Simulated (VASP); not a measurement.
Write the native input for VASP 6.6.1 that does the following.

| Property | Result |
| --- | --- |
| Task | single point |
| Functional | PBE |
| Potentials or basis | VASP PAW PBE potentials, release 64 (As) |
| Cutoff | 520 eV |
| k mesh | 12 × 12 × 8 |
| Occupations | gaussian, width 0.1 eV |
| Spin | no spin polarisation |
| Dipole correction | no |
| Further INCAR settings | ALGO = Normal; EDIFF = 1e-07; NBANDS = 18 |

The structure of As lies in POSCAR:

```
As
1.0
    4.6154201163      0.0000000000      0.0000000000
   -2.3077100581      3.9970710699      0.0000000000
    0.0000000000      0.0000000000      5.8381284621
As
4
Direct
    0.3333333333      0.6666666667      0.4632019778
    0.6666666667      0.3333333333      0.9632019778
    0.6666666667      0.3333333333      0.5367980222
    0.3333333333      0.6666666667      0.0367980222
```

This isn't the form of As at room conditions, which is rhombohedral.

One way to write it, as run:

INCAR

```
SYSTEM = As
  ALGO = Normal
  EDIFF = 1E-7
  ENCUT = 520
  GGA = PE
  ISIF = 2
  ISMEAR = 0
  LASPH = .TRUE.
  LCHARG = .TRUE.
  LELF = .TRUE.
  LREAL = .FALSE.
  LVHAR = .TRUE.
  LWAVE = .FALSE.
  NBANDS = 18
  NELM = 60
  PREC = Accurate
  SIGMA = 0.1
```

KPOINTS

```
k-points
0
G
  12 12 8
  0 0 0
```

Potentials or basis: VASP PAW PBE potentials, release 64 (As).

Command:

```console
$ cat potpaw_PBE.64/As/POTCAR > POTCAR
$ mpirun -np 1 vasp_std > vasp.out
```

It gave:

* Pressure: 0.2 GPa
* Largest force: 0.030 eV/Å
* Band gap on the k mesh: zero (bands 10 and 11 overlap by 0.69 eV)

It took 3 min on 1 thread of Intel Xeon 8259CL, on a shared host, peak memory 0.32 GiB.
